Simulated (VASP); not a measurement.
Se:

```
Se
1.0
    -1.76004    1.76004    1.76004
     1.76004   -1.76004    1.76004
     1.76004    1.76004   -1.76004
Se
1
Direct
  0.00000 0.00000 0.00000
```

| Quantity | Value |
| --- | --- |
| Program | VASP 6.6.1 |
| Task | relaxation of cell and atoms |
| Functional | PBE |
| Potentials or basis | VASP PAW PBE potentials, release 64 (Se) |
| Cutoff | 600 eV |
| k mesh | 13 × 13 × 13 |
| Occupations | fermi-dirac, width 0.1 eV |
| Spin | no spin polarisation |

At the start: pressure -4.3 GPa; volume 21.81 Å³/atom.

How do energy, volume and symmetry change on relaxing?

Over 3 steps the energy falls by 21.1 meV/atom and the volume is 20.34 Å³/atom (-6.7 %); space group Im-3m (No. 229, to 0.05 Å).

The path:
| step | energy change (eV) | largest force (eV/Å) | pressure (GPa) | volume (Å³) |
| --- | --- | --- | --- | --- |
| 1 | 0.0000 | 0.0000 | -4.31 | 21.81 |
| 2 | -0.0199 | 0.0000 | 1.25 | 20.01 |
| 3 | -0.0211 | 0.0000 | 0.00 | 20.34 |

Final structure:
```
Se
1.0
    -1.71952    1.71952    1.71952
     1.71952   -1.71952    1.71952
     1.71952    1.71952   -1.71952
Se
1
Direct
  0.00000 0.00000 0.00000
```
